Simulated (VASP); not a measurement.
# C in VASP: a series of runs

The runs below take C through electric field gradients, with PBE.

Program: VASP 6.6.1. These are calculated values, not measurements. Logs are shortened: lines on timing, memory, paths and dates and some standing lists are left out, and cuts for length are marked.

## 1. The cell of the first run

The typed cell holds 2 atoms: a = 3.635 Å, b = 3.635 Å, c = 3.635 Å, α = 39.49°, β = 39.49°, γ = 39.49°.

## 2. Electric field gradients, PBE (atom 1 (C) moved by [0.017321, 0.017321, 0.017321] A)

The input, INCAR:

```
PREC = Accurate
ENCUT = 520
EDIFF = 1E-8
ISMEAR = -1
SIGMA = 0.03
LREAL = F
LASPH = T
NELM = 100
ALGO = Normal
ISIF = 2
LWAVE = F
LCHARG = F
GGA = PE
LEFG = T
NBANDS = 11
```

The input, KPOINTS:

```
Automatic mesh
0
Gamma
  17 17 17
```

The input, POSCAR:

```
C
1.0
    1.2280263465      0.7090013417      3.3470108394
   -1.2280263465      0.7090013417      3.3470108394
    0.0000000000     -1.4180026834      3.3470108394
C
2
Direct
    0.1768490844      0.1627443382      0.1575816428
    0.8360000000      0.8360000000      0.8360000000
```

Potentials or basis: VASP PAW PBE potentials, release 64 (C).

Started as:

```console
cat potpaw_PBE.64/C/POTCAR > POTCAR
mpirun -np 1 vasp_std > vasp.out
```

OUTCAR:

```text
PREC = Accurate
   ENCUT = 520
   EDIFF = 1E-8
   ISMEAR = -1
   LREAL = F
   LASPH = T
   NELM = 100
   ISIF = 2
   GGA = PE

 ion  position               nearest neighbor table
   1  0.177  0.163  0.158-   2 1.39   2 1.42   2 1.44
   2  0.836  0.836  0.836-   1 1.39   1 1.42   1 1.44

  LATTYP: Found a trigonal (rhomboedric) cell.
 ALAT       =     3.6349983727
 COS(alpha) =     0.7717362630

  Lattice vectors:

 A1 = (   1.2280263465,   0.7090013417,   3.3470108394)
 A2 = (  -1.2280263465,   0.7090013417,   3.3470108394)
 A3 = (   0.0000000000,  -1.4180026834,   3.3470108394)

Analysis of symmetry for initial positions (statically):
=====================================================================
 Subroutine PRICEL returns:
 Original cell was already a primitive cell.

 Routine SETGRP: Setting up the symmetry group for a
 trigonal (rhombohedral) supercell.

 Subroutine GETGRP returns: Found  2 space group operations
 (whereof  1 operations were pure point group operations)
 out of a pool of 12 trial point group operations.

The static configuration has the point symmetry C_1 .
 The point group associated with its full space group is S_2 .

Analysis of symmetry for dynamics (positions and initial velocities):
=====================================================================
 Subroutine PRICEL returns:
 Original cell was already a primitive cell.

 Routine SETGRP: Setting up the symmetry group for a
 trigonal (rhombohedral) supercell.

 Subroutine GETGRP returns: Found  2 space group operations
 (whereof  1 operations were pure point group operations)
 out of a pool of 12 trial point group operations.

The dynamic configuration has the point symmetry C_1 .
 The point group associated with its full space group is S_2 .

 Subroutine INISYM returns: Found  2 space group operations
 (whereof  1 operations are pure point group operations),
 and found     1 'primitive' translations

----------------------------------------------------------------------------------------

                                     Primitive cell

  volume of cell :      17.4849

  direct lattice vectors                    reciprocal lattice vectors
     1.228026347  0.709001342  3.347010839     0.407157388  0.235072428  0.099591352
    -1.228026347  0.709001342  3.347010839    -0.407157388  0.235072428  0.099591352
     0.000000000 -1.418002683  3.347010839     0.000000000 -0.470144855  0.099591352

  length of vectors
[... 126 lines left out ...]

  energy without entropy =      -18.39184602  energy(sigma->0) =      -18.39185999

 E-fermi :   4.8194     XC(G=0): -10.3622

 val. band max:        4.7729018897   @ k =   0.4706   0.1176  -0.1765
 cond. band min:       4.8658008331   @ k =   0.4706   0.1176  -0.1765
 fundamental gap:      0.0928989435
 Fermi energy:         4.8194214121

 k-point     1 :       0.0000    0.0000    0.0000
  band No.  band energies     occupation
      1     -14.9751      2.00000
      2      -1.8425      2.00000
      3       1.4152      2.00000
      4       2.1571      2.00000
      5       8.9959      0.00000
      6      12.7205      0.00000
      7      13.6855      0.00000
      8      16.2767      0.00000
      9      17.6681      0.00000
     10      27.6306      0.00000
     11      30.6337      0.00000
[... 309 lines left out ...]
 k-point    24 :       0.0000    0.4706    0.0000
  band No.  band energies     occupation
      1      -9.9085      2.00000
      2      -8.1799      2.00000
      3      -1.6277      2.00000
      4       2.6339      2.00000
      5       6.9151      0.00000
      6      12.4372      0.00000
      7      16.2986      0.00000
      8      17.8785      0.00000
      9      23.2951      0.00000
     10      24.4231      0.00000
     11      25.4448      0.00000

 [... further k-points ...]
[... 5 lines left out ...]
  --------------------------------------------------------------------------------------
  -------------------------------------------------------------------------------------
  Total        0.8838246      0.4483167      0.3608589      0.2222133      0.0327690      0.0343599
  in kB       80.9866744     41.0801863     33.0662488     20.3618661      3.0026892      3.1484640
  external PRESSURE =      51.7110365 kB  Pullay stress =       0.0000000 kB

 VOLUME and BASIS-vectors are now :
 -----------------------------------------------------------------------------
  energy-cutoff  :      520.00
  volume of cell :       17.48
      direct lattice vectors                 reciprocal lattice vectors
     1.228026347  0.709001342  3.347010839     0.407157388  0.235072428  0.099591352
    -1.228026347  0.709001342  3.347010839    -0.407157388  0.235072428  0.099591352
     0.000000000 -1.418002683  3.347010839     0.000000000 -0.470144855  0.099591352

 POSITION                                       TOTAL-FORCE (eV/Angst)
 -----------------------------------------------------------------------------------
      0.01732      0.01732      1.66405        -0.993555     -0.956337      0.579198
      0.00000      0.00000      8.39430         0.993555      0.956337     -0.579198
 -----------------------------------------------------------------------------------
    total drift:                               -0.000000      0.000001      0.000000

  FREE ENERGIE OF THE ION-ELECTRON SYSTEM (eV)
  ---------------------------------------------------
  free  energy   TOTEN  =       -18.3918739470 eV

  energy  without entropy=      -18.3918460244  energy(sigma->0) =      -18.39185999

 Electric field gradients (V/A^2)
---------------------------------------------------------------------
 ion       V_xx      V_yy      V_zz      V_xy      V_xz      V_yz
---------------------------------------------------------------------
   1     -16.922   -14.233    31.155    -1.352    -0.058    -0.059
   2     -16.922   -14.233    31.155    -1.352    -0.058    -0.059
---------------------------------------------------------------------

 Electric field gradients after diagonalization (V/A^2)
 (convention: |V_zz| > |V_xx| > |V_yy|)
----------------------------------------------------------------------
 ion       V_xx      V_yy      V_zz     asymmetry (V_yy - V_xx)/ V_zz
----------------------------------------------------------------------
   1     -17.485   -13.670    31.155       0.122
   2     -17.485   -13.670    31.155       0.122
----------------------------------------------------------------------

           NMR quadrupolar parameters

 Cq : quadrupolar parameter    Cq=e*Q*V_zz/h
 eta: asymmetry parameters     (V_yy - V_xx)/ V_zz
 Q  : nuclear electric quadrupole moment in mb (millibarn)
----------------------------------------------------------------------
 ion       Cq(MHz)       eta       Q (mb)
----------------------------------------------------------------------
   1       0.075       0.122       1.000
   2       0.075       0.122       1.000
----------------------------------------------------------------------
```

stdout:

```text
POSCAR found type information on POSCAR C
 POSCAR found :  1 types and       2 ions
 scaLAPACK will be used
 LDA part: xc-table for (Slater+PW92), standard interpolation
 POSCAR, INCAR and KPOINTS ok, starting setup
 FFT: planning ... GRIDC
 FFT: planning ... GRID_SOFT
 FFT: planning ... GRID
 WAVECAR not read
 entering main loop
ion   1
     0.0000266     1.2012542     0.0561086   -20.2047645     0.0571663     1.1872261
     0.0000367     1.2012542     0.0561086   -20.2047644     0.0571663     1.1872261
     0.0000505     1.2012542     0.0561086   -20.2047643     0.0571663     1.1872261
     0.0000695     1.2012541     0.0561086   -20.2047640     0.0571663     1.1872261

     0.0000266     1.7901304     0.0879207   -30.1223766     0.0892972     1.7644747
     0.0000367     1.7901303     0.0879207   -30.1223751     0.0892972     1.7644746
     0.0000505     1.7901302     0.0879207   -30.1223725     0.0892972     1.7644744
     0.0000695     1.7901299     0.0879207   -30.1223682     0.0892972     1.7644742

ion   2
     0.0000266     1.2012542     0.0561086   -20.2047645     0.0571663     1.1872261
     0.0000367     1.2012542     0.0561086   -20.2047644     0.0571663     1.1872261
     0.0000505     1.2012542     0.0561086   -20.2047643     0.0571663     1.1872261
     0.0000695     1.2012541     0.0561086   -20.2047640     0.0571663     1.1872261

     0.0000266     1.7901304     0.0879207   -30.1223766     0.0892972     1.7644747
     0.0000367     1.7901303     0.0879207   -30.1223751     0.0892972     1.7644746
     0.0000505     1.7901302     0.0879207   -30.1223725     0.0892972     1.7644744
     0.0000695     1.7901299     0.0879207   -30.1223682     0.0892972     1.7644742
```

Run time: 12 min. Hardware: 1 thread of Intel Xeon Platinum 8259CL at 2.50GHz (Skylake/Cascade Lake), shared host; peak memory 0.48 GiB.

Results:

```
Free energy            : -18.3919 eV
Pressure               : 5.2 GPa
Largest force          : 1.496 eV/Å
Band gap on the k mesh : 0.09 eV, direct
```

Forces in eV/Å, atoms in the order of the input:
```
C   -0.994 -0.956  0.579
C    0.994  0.956 -0.579
```

Levels at points of the mesh, in eV from the valence-band top:
| k point | band 1 | band 2 | band 3 | band 4 | band 5 | band 6 | band 7 | band 8 |
| --- | --- | --- | --- | --- | --- | --- | --- | --- |
| (0.00, 0.00, 0.00) | -19.75 | -6.62 | -3.36 | -2.62 | 4.22 | 7.95 | 8.91 | 11.50 |

Electric field gradients, principal values (V/Å²):
| atom | least | middle | greatest (by size) |
| --- | --- | --- | --- |
| 1 C | -13.670 | -17.485 | 31.155 |
| 2 C | -13.670 | -17.485 | 31.155 |

Caveat: the cell differs from its parent crystal (atom 1 (C) moved by [0.017321, 0.017321, 0.017321] A); without QUAD_EFG the Cq values of the log hold for a quadrupole moment of 1 mb, not for the nuclei; forces of over 1 eV/Å act on the atoms, so gaps and moduli don't describe the material at rest. A k mesh can miss the band edges.

## 3. Electric field gradients, PBE

The input, INCAR:

```
SYSTEM = C
ALGO     = Normal         ! electronic algorithm
EDIFF    = 1E-8           ! SCF threshold, eV
ENCUT    = 520            ! plane-wave cutoff, eV
GGA      = PE             ! functional
ISIF     = 2              ! what is computed and relaxed
ISMEAR   = -1             ! smearing method
LASPH    = .True.         ! aspherical terms in the spheres
LCHARG   = .False.        ! write CHGCAR
LEFG     = .True.       
LREAL    = .False.        ! projectors in reciprocal space
LWAVE    = .False.        ! write WAVECAR
NBANDS   = 11             ! bands
NELM     = 100            ! most SCF steps
PREC     = Accurate       ! precision mode
SIGMA    = 0.03           ! smearing width, eV
```

The input, KPOINTS:

```
k-points
0
Gamma
  8 8 8
  0 0 0
```

POSCAR, as its differences from that of step 2:

```diff
@@ -8,3 +8,3 @@
 Direct
-    0.1768490844      0.1627443382      0.1575816428
+    0.1640000000      0.1640000000      0.1640000000
     0.8360000000      0.8360000000      0.8360000000
```

Potentials or basis: VASP PAW PBE potentials, release 64 (C).

Started as:

```console
cat potpaw_PBE.64/C/POTCAR > POTCAR
mpirun -np 1 vasp_std > vasp.out
```

OUTCAR:

```text
SYSTEM = C
   EDIFF = 1E-8
   ENCUT = 520
   GGA = PE
   ISIF = 2
   ISMEAR = -1
   LASPH = .True.
   LREAL = .False.
   NELM = 100
   PREC = Accurate

 ion  position               nearest neighbor table
   1  0.164  0.164  0.164-   2 1.42   2 1.42   2 1.42
   2  0.836  0.836  0.836-   1 1.42   1 1.42   1 1.42

  LATTYP: Found a trigonal (rhomboedric) cell.
 ALAT       =     3.6349983727
 COS(alpha) =     0.7717362630

  Lattice vectors:

 A1 = (   1.2280263465,   0.7090013417,   3.3470108394)
 A2 = (  -1.2280263465,   0.7090013417,   3.3470108394)
 A3 = (   0.0000000000,  -1.4180026834,   3.3470108394)

Analysis of symmetry for initial positions (statically):
=====================================================================
 Subroutine PRICEL returns:
 Original cell was already a primitive cell.

 Routine SETGRP: Setting up the symmetry group for a
 trigonal (rhombohedral) supercell.

 Subroutine GETGRP returns: Found 12 space group operations
 (whereof 12 operations were pure point group operations)
 out of a pool of 12 trial point group operations.
[... 523 lines left out ...]
    -1.228026347  0.709001342  3.347010839    -0.407157388  0.235072428  0.099591352
     0.000000000 -1.418002683  3.347010839     0.000000000 -0.470144855  0.099591352

 POSITION                                       TOTAL-FORCE (eV/Angst)
 -----------------------------------------------------------------------------------
      0.00000      0.00000      1.64673         0.000000      0.000000      0.871424
      0.00000      0.00000      8.39430         0.000000     -0.000000     -0.871424
 -----------------------------------------------------------------------------------
    total drift:                                0.000000     -0.000000      0.000000

  FREE ENERGIE OF THE ION-ELECTRON SYSTEM (eV)
  ---------------------------------------------------
  free  energy   TOTEN  =       -18.3965653701 eV

  energy  without entropy=      -18.3965653701  energy(sigma->0) =      -18.39656537

 Electric field gradients (V/A^2)
---------------------------------------------------------------------
 ion       V_xx      V_yy      V_zz      V_xy      V_xz      V_yz
---------------------------------------------------------------------
   1     -15.649   -15.649    31.299     0.000     0.000    -0.000
   2     -15.649   -15.649    31.299    -0.000     0.000    -0.000
---------------------------------------------------------------------

 Electric field gradients after diagonalization (V/A^2)
 (convention: |V_zz| > |V_xx| > |V_yy|)
----------------------------------------------------------------------
 ion       V_xx      V_yy      V_zz     asymmetry (V_yy - V_xx)/ V_zz
----------------------------------------------------------------------
   1     -15.649   -15.649    31.299       0.000
   2     -15.649   -15.649    31.299       0.000
----------------------------------------------------------------------

           NMR quadrupolar parameters

 Cq : quadrupolar parameter    Cq=e*Q*V_zz/h
 eta: asymmetry parameters     (V_yy - V_xx)/ V_zz
 Q  : nuclear electric quadrupole moment in mb (millibarn)
----------------------------------------------------------------------
 ion       Cq(MHz)       eta       Q (mb)
----------------------------------------------------------------------
   1       0.076       0.000       1.000
   2       0.076       0.000       1.000
----------------------------------------------------------------------
```

OSZICAR:

```text
N       E                     dE             d eps       ncg     rms          rms(c)
DAV:   1     0.526634616245E+01    0.52663E+01   -0.45392E+03  1478   0.667E+02
DAV:   2    -0.190439184840E+02   -0.24310E+02   -0.23201E+02  1932   0.130E+02
DAV:   3    -0.196095755773E+02   -0.56566E+00   -0.56429E+00  1775   0.163E+01
DAV:   4    -0.196116668004E+02   -0.20912E-02   -0.20911E-02  1638   0.125E+00
DAV:   5    -0.196116747842E+02   -0.79838E-05   -0.79838E-05  1834   0.722E-02    0.639E+00
DAV:   6    -0.186857691427E+02    0.92591E+00   -0.78615E-01  1634   0.514E+00    0.373E+00
DAV:   7    -0.183930827347E+02    0.29269E+00   -0.89067E-01  1694   0.551E+00    0.105E+00
DAV:   8    -0.183966718253E+02   -0.35891E-02   -0.20008E-02  1582   0.904E-01    0.115E-01
DAV:   9    -0.183964896621E+02    0.18216E-03   -0.55437E-04  1694   0.150E-01    0.543E-02
DAV:  10    -0.183965653525E+02   -0.75690E-04   -0.13616E-04  1610   0.810E-02    0.279E-02
DAV:  11    -0.183965651219E+02    0.23059E-06   -0.73408E-06  1743   0.154E-02    0.523E-03
DAV:  12    -0.183965653931E+02   -0.27119E-06   -0.52528E-07  1634   0.531E-03    0.856E-04
DAV:  13    -0.183965653809E+02    0.12198E-07   -0.35953E-08  1792   0.123E-03    0.190E-04
DAV:  14    -0.183965653700E+02    0.10877E-07   -0.23517E-09  1618   0.339E-04    0.539E-05
DAV:  15    -0.183965653701E+02   -0.11801E-09   -0.28426E-11   877   0.416E-05
   1 F= -.18396565E+02 E0= -.18396565E+02  d E =-.185080E-11
```

Run time: 38 s. Hardware: 1 thread of AMD EPYC 7R13, shared host; peak memory 0.12 GiB.

What came out:

```
Free energy            : -18.3966 eV
Pressure               : 4.8 GPa
Largest force          : 0.871 eV/Å
Band gap on the k mesh : 1.42 eV, direct
```

Forces on the atoms (eV/Å):
```
C    0.000  0.000  0.871
C    0.000  0.000 -0.871
```

Stress tensor (GPa, compression positive):
```
5.71 0.00 0.00
0.00 5.71 0.00
0.00 0.00 2.93
```

Electric field gradients, principal values (V/Å²):
```
atom    least   middle  greatest (by size)
 1 C  -15.649  -15.649              31.299
 2 C  -15.649  -15.649              31.299
```

Caveat: without QUAD_EFG the Cq values of the log hold for a quadrupole moment of 1 mb, not for the nuclei.

(Continued in part 2 of 2.)
